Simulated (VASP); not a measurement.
# SnGe3Te4 (P1) in VASP: single point with PBE

Aim: the single point of SnGe3Te4 with PBE.

Everything below comes from runs of VASP 6.6.1. Logs are shortened: lines on timing, memory, paths and dates and some standing lists are left out, and cuts for length are marked.

## 1. The cell of the first run

The typed cell holds 8 atoms: a = 6.217 Å, b = 6.221 Å, c = 6.227 Å, α = 87.28°, β = 87.33°, γ = 87.79°.

## 2. Single point, PBE

INCAR

```
SYSTEM = SnGe3Te4
  PREC = Accurate
  ENCUT = 520
  EDIFF = 1E-6
  ISMEAR = 0
  SIGMA = 0.2
  LREAL = .False.
  LASPH = .True.
  NELM = 80
  ALGO = Normal
  ISIF = 2
  LWAVE = .False.
  LCHARG = .False.
  GGA = PE
  NBANDS = 50
  KPAR = 4
```

KPOINTS

```
regular mesh
0
Gamma
  6 6 6
  0 0 0
```

POSCAR

```
SnGe3Te4
1.0
    4.3105198888      2.4678712424      3.7394948471
   -4.3131120754      2.4673034274      3.7427086964
   -0.0016791096     -4.9630412356      3.7603950146
Sn Ge Te
1 3 4
Direct
    0.5077977422      0.5079394686      0.5077428586
    0.9892196777      0.4905287706      0.9895316365
    0.4910985335      0.9889138570      0.9881777430
    0.9895976447      0.9895517692      0.4894263085
    0.5287993263      0.0205175456      0.5291814230
    0.0204736516      0.5297449388      0.5303546859
    0.0281465452      0.0279664397      0.0285182379
    0.5288668788      0.5288372105      0.0210671067
```

Potentials or basis: VASP PAW PBE potentials, release 64 (Sn_d, Ge_d, Te).

Started as:

```
$ cat potpaw_PBE.64/Sn_d/POTCAR potpaw_PBE.64/Ge_d/POTCAR potpaw_PBE.64/Te/POTCAR > POTCAR
$ mpirun -np 4 vasp_std > vasp.out
```

OUTCAR:

```text
SYSTEM = SnGe3Te4
   PREC = Accurate
   ENCUT = 520
   EDIFF = 1E-6
   ISMEAR = 0
   LREAL = .False.
   LASPH = .True.
   NELM = 80
   ISIF = 2
   GGA = PE

 ion  position               nearest neighbor table
   1  0.508  0.508  0.508-   8 3.02   6 3.02   5 3.03   6 3.21   5 3.21   8 3.21
   2  0.989  0.491  0.990-   6 2.86   8 2.86   7 2.88
   3  0.491  0.989  0.988-   5 2.85   8 2.86   7 2.88
   4  0.990  0.990  0.489-   6 2.86   5 2.86   7 2.87
   5  0.529  0.021  0.529-   3 2.85   4 2.86   1 3.03   1 3.21
   6  0.020  0.530  0.530-   2 2.86   4 2.86   1 3.02   1 3.21
   7  0.028  0.028  0.029-   4 2.87   2 2.88   3 2.88
   8  0.529  0.529  0.021-   3 2.86   2 2.86   1 3.02   1 3.21

  LATTYP: Found a triclinic cell.
 ALAT       =     6.2172977967
 B/A-ratio  =     1.3818712291
 C/A-ratio  =     1.7103792851
 COS(alpha) =     0.0024665206
 COS(beta)  =     0.5894077501
 COS(gamma) =     0.6898351950

  Lattice vectors:

 A1 = (  -4.3105198888,  -2.4678712424,  -3.7394948471)
 A2 = (  -4.3121989984,  -7.4309124780,   0.0209001675)
 A3 = (  -8.6219528546,   4.9624734206,  -3.7571811653)

Analysis of symmetry for initial positions (statically):
=====================================================================
 Subroutine PRICEL returns:
 Original cell was already a primitive cell.

 Routine SETGRP: Setting up the symmetry group for a
 triclinic supercell.

 Subroutine GETGRP returns: Found  1 space group operations
 (whereof  1 operations were pure point group operations)
 out of a pool of  2 trial point group operations.

The static configuration has the point symmetry C_1 .

Analysis of symmetry for dynamics (positions and initial velocities):
=====================================================================
 Subroutine PRICEL returns:
 Original cell was already a primitive cell.

 Routine SETGRP: Setting up the symmetry group for a
 triclinic supercell.

 Subroutine GETGRP returns: Found  1 space group operations
 (whereof  1 operations were pure point group operations)
 out of a pool of  2 trial point group operations.

The dynamic configuration has the point symmetry C_1 .

 Subroutine INISYM returns: Found  1 space group operations
 (whereof  1 operations are pure point group operations),
 and found     1 'primitive' translations

----------------------------------------------------------------------------------------

                                     Primitive cell

  volume of cell :     240.1366

  direct lattice vectors                    reciprocal lattice vectors
     4.310519889  2.467871242  3.739494847     0.115989204  0.067514576  0.089158820
    -4.313112075  2.467303427  3.742708696    -0.115931673  0.067526302  0.089070738
    -0.001679110 -4.963041236  3.760395015     0.000041871 -0.134348036  0.088614421

  length of vectors
     6.217297797  6.220803032  6.226744879     0.161124203  0.161038972  0.160940710

  position of ions in fractional coordinates (direct lattice)
     0.507797742  0.507939469  0.507742859
     0.989219678  0.490528771  0.989531636
     0.491098534  0.988913857  0.988177743
     0.989597645  0.989551769  0.489426309
     0.528799326  0.020517546  0.529181423
     0.020473652  0.529744939  0.530354686
     0.028146545  0.027966440  0.028518238
     0.528866879  0.528837211  0.021067107

  ion indices of the primitive-cell ions
   primitive index   ion index
                 1           1
                 2           2
                 3           3
                 4           4
                 5           5
                 6           6
                 7           7
                 8           8

----------------------------------------------------------------------------------------

 KPOINTS: regular mesh

Automatic generation of k-mesh.
 Grid dimensions read from file:
 generate k-points for:    6    6    6

 Generating k-lattice:

  Cartesian coordinates                     Fractional coordinates (reciprocal lattice)
     0.019331534  0.011252429  0.014859803     0.166666667  0.000000000 -0.000000000
    -0.019321946  0.011254384  0.014845123    -0.000000000  0.166666667  0.000000000
     0.000006978 -0.022391339  0.014769070     0.000000000  0.000000000  0.166666667

  Length of vectors
     0.026854034  0.026839829  0.026823452

  Shift w.r.t. Gamma in fractional coordinates (k-lattice)
     0.000000000  0.000000000  0.000000000

 Subroutine IBZKPT returns following result:
 ===========================================

 Found    112 irreducible k-points:

 Following reciprocal coordinates:
            Coordinates               Weight
  0.000000  0.000000  0.000000      1.000000
  0.166667  0.000000 -0.000000      2.000000
  0.333333  0.000000 -0.000000      2.000000
  0.500000  0.000000 -0.000000      1.000000
  0.000000  0.166667 -0.000000      2.000000
  0.166667  0.166667 -0.000000      2.000000
[... 16 lines left out ...]
  0.333333  0.000000  0.166667      2.000000
  0.500000  0.000000  0.166667      2.000000
 [... further k-points ...]
   k-points           NKPTS =    112   k-points in BZ     NKDIM =    112   number of bands    NBANDS=     50
   number of dos      NEDOS =    301   number of ions     NIONS =      8
   total plane-waves  NPLWV = 110592
   dimension x,y,z NGX =    48 NGY =   48 NGZ =   48
   dimension x,y,z NGXF=    96 NGYF=   96 NGZF=   96
   ions per type =               1   3   4
   NGX,Y,Z   is equivalent  to a cutoff of  12.83, 12.83, 12.82 a.u.
   NGXF,Y,Z  is equivalent  to a cutoff of  25.67, 25.66, 25.63 a.u.
 SYSTEM =  SnGe3Te4
   PREC   = accura    normal or accurate (medium, high low for compatibility)
   ISTART =      0    job   : 0-new  1-cont  2-samecut
   ICHARG =      2    charge: 1-file 2-atom 10-const
   ISPIN  =      1    spin polarized calculation?
   LNONCOLLINEAR =      F non collinear calculations
   LSORBIT =      F    spin-orbit coupling
   LASPH  =      T    aspherical Exc in radial PAW
   ENCUT  =  520.0 eV  38.22 Ry    6.18 a.u.  11.56 11.57 11.58*2*pi/ulx,y,z
   NELM   =     80;   NELMIN=  2; NELMDL= -5     # of ELM steps
   EDIFF  = 0.1E-05   stopping-criterion for ELM
   LREAL  =      F    real-space projection
   EDIFFG = 0.1E-04   stopping-criterion for IOM
   NSW    =      0    number of steps for IOM
   IBRION =     -1    ionic relax: 0-MD 1-quasi-New 2-CG
   NFREE  =      0    steps in history (QN), initial steepest desc. (CG)
   ISIF   =      2    stress and relaxation
   ISYM   =      2    0-nonsym 1-usesym 2-fastsym
   POTIM  = 0.5000    time-step for ionic-motion
   TEBEG  =    0.0;   TEEND  =   0.0 temperature during run
   PSTRESS=    0.0 pullay stress
   NELECT =      80.0000    total number of electrons
   NUPDOWN=      -1.0000    fix difference up-down
   EMIN   =  10.00;   EMAX   =-10.00  energy-range for DOS
   EFERMI =   0.00;   METHOD = LEGACY
   ISMEAR =     0;   SIGMA  =   0.20  broadening in eV -4-tet -1-fermi 0-gaus
   EFERMI_NEDOS =   21; number of points for ismear=-14 and -15
   IALGO  =     38    algorithm
   IMIX   =      4    mixing-type and parameters
     AMIX     =   0.40;   BMIX     =  1.00
     AMIX_MAG =   1.60;   BMIX_MAG =  1.00
  volume/ion in A,a.u.               =      30.02       202.57
  Fermi-wavevector in a.u.,A,eV,Ry     =   1.134885  2.144623 17.523828  1.287965
  Thomas-Fermi vector in A             =   2.271590
   LORBIT       =      0    0 simple, 1 ext, 2 COOP (PROOUT), +10 PAW based schemes
   GGA     = PE    functional components
   LHFCALC =     F    Hartree Fock is set to
   AEXX    =    0.0000 exact exchange contribution
   IVDW    =     0    specifies the selected vdW correction
   LEPSILON=     F    determine dielectric tensor
   LRPA    =     F    only Hartree local field effects (RPA)
 non-spin polarized calculation
 Gauss-broadening in eV      SIGMA  =   0.20
  energy-cutoff  :      520.00
  volume of cell :      240.14
 maximum number of plane-waves:      6493
 NGX is ok and might be reduce to    48
   NGX = 23   NGY = 23   NGZ = 23

 number of electron      80.0000071 magnetization

 Free energy of the ion-electron system (eV)
  ---------------------------------------------------
  ext. energy  EPLUGINS =         0.00000000
  ---------------------------------------------------
  free energy    TOTEN  =       -30.95458286 eV

  energy without entropy =      -30.95294598  energy(sigma->0) =      -30.95376442

 E-fermi :   5.7712     XC(G=0):  -9.3747

 val. band max:        5.7480661617   @ k =   0.5000   0.5000   0.5000
 cond. band min:       5.8659625208   @ k =   0.5000   0.5000   0.5000
 fundamental gap:      0.1178963591
 Fermi energy:         5.7711605221

 k-point     1 :       0.0000    0.0000    0.0000
  band No.  band energies     occupation
      1     -19.3613      2.00000
      2     -19.3597      2.00000
      3     -19.3582      2.00000
      4     -19.3576      2.00000
      5     -19.3552      2.00000
      6     -19.3542      2.00000
[... 42 lines left out ...]
     49      10.5268      0.00000
     50      10.9535      0.00000

 k-point     2 :       0.1667    0.0000   -0.0000
  band No.  band energies     occupation
      1     -19.3611      2.00000
      2     -19.3596      2.00000
      3     -19.3583      2.00000
      4     -19.3575      2.00000
      5     -19.3552      2.00000
      6     -19.3543      2.00000
[... 42 lines left out ...]
     49      10.2756      0.00000
     50      10.7146      0.00000

 k-point     3 :       0.3333    0.0000   -0.0000
  band No.  band energies     occupation
      1     -19.3608      2.00000
      2     -19.3595      2.00000
      3     -19.3585      2.00000
      4     -19.3574      2.00000
      5     -19.3553      2.00000
      6     -19.3545      2.00000
[... 42 lines left out ...]
     49       9.5248      0.00000
     50       9.9091      0.00000

 k-point     4 :       0.5000    0.0000   -0.0000
  band No.  band energies     occupation
      1     -19.3606      2.00000
      2     -19.3594      2.00000
      3     -19.3585      2.00000
      4     -19.3573      2.00000
      5     -19.3553      2.00000
      6     -19.3547      2.00000
[... 999 lines left out ...]
 k-point    23 :       0.3333    0.0000    0.1667
  band No.  band energies     occupation
      1     -19.3608      2.00000
      2     -19.3594      2.00000
      3     -19.3585      2.00000
      4     -19.3575      2.00000
      5     -19.3553      2.00000
      6     -19.3545      2.00000
[... 42 lines left out ...]
     49       9.3236      0.00000
     50       9.4349      0.00000

 k-point    24 :       0.5000    0.0000    0.1667
  band No.  band energies     occupation
      1     -19.3606      2.00000
      2     -19.3594      2.00000
      3     -19.3586      2.00000
      4     -19.3574      2.00000
      5     -19.3554      2.00000
      6     -19.3547      2.00000
[... 42 lines left out ...]
     49       9.8088      0.00000
     50      10.1349      0.00000

 [... further k-points ...]

------------------------ aborting loop because EDIFF is reached ----------------------------------------

  FORCE on cell =-STRESS in cart. coord.  units (eV):
  Direction    XX          YY          ZZ          XY          YZ          ZX
  --------------------------------------------------------------------------------------
  -------------------------------------------------------------------------------------
  Total       -0.0987983      0.1176515     -0.1366672      0.0128534      0.0917367      0.0155811
  in kB       -0.6591763      0.7849636     -0.9118354      0.0857572      0.6120617      0.1039564
  external PRESSURE =      -0.2620161 kB  Pullay stress =       0.0000000 kB

 VOLUME and BASIS-vectors are now :
 -----------------------------------------------------------------------------
  energy-cutoff  :      520.00
  volume of cell :      240.14
      direct lattice vectors                 reciprocal lattice vectors
     4.310519889  2.467871242  3.739494847     0.115989204  0.067514576  0.089158820
    -4.313112075  2.467303427  3.742708696    -0.115931673  0.067526302  0.089070738
    -0.001679110 -4.963041236  3.760395015     0.000041871 -0.134348036  0.088614421

 POSITION                                       TOTAL-FORCE (eV/Angst)
 -----------------------------------------------------------------------------------
     -0.00278     -0.01353      5.70929         0.002322      0.003705      0.014405
      2.14668     -1.25954      9.25612         0.003352      0.004476      0.004771
     -2.15007     -1.25245      9.25362        -0.004019     -0.002100      0.007883
     -0.00319      2.45468      9.24464        -0.002031      0.003027      0.013444
      2.19002     -1.27072      4.04416         0.005176     -0.002619     -0.001816
     -2.19749     -1.27460      4.05359        -0.001204     -0.002403     -0.013268
      0.00066     -0.00307      0.31716        -0.002509     -0.001359     -0.020452
     -0.00128      2.50542      4.03620        -0.001087     -0.002727     -0.004968
 -----------------------------------------------------------------------------------
    total drift:                               -0.000444     -0.001559     -0.002696

  FREE ENERGIE OF THE ION-ELECTRON SYSTEM (eV)
  ---------------------------------------------------
  free  energy   TOTEN  =       -30.9545828566 eV

  energy  without entropy=      -30.9529459822  energy(sigma->0) =      -30.95376442
```

Wall time 5.1 min (4 MPI ranks of AMD EPYC 7R13 (Zen 3), shared host); peak memory 1.1 GiB.

What came out:

```yaml
Free_energy: -30.9546 eV
Pressure: 0.0 GPa
Largest_force: 0.021 eV/Å
Band_gap_on_the_k_mesh: 0.12 eV
```

Forces in eV/Å, atoms in the order of the input:
```
Sn   0.002  0.004  0.014
Ge   0.003  0.004  0.005
Ge  -0.004 -0.002  0.008
Ge  -0.002  0.003  0.013
Te   0.005 -0.003 -0.002
Te  -0.001 -0.002 -0.013
Te  -0.003 -0.001 -0.020
Te  -0.001 -0.003 -0.005
```

Caveat: semilocal functionals underestimate gaps, and a narrow one can read as zero; spin-orbit coupling is left out, which moves the levels of the heavy elements. A k mesh can miss the band edges.
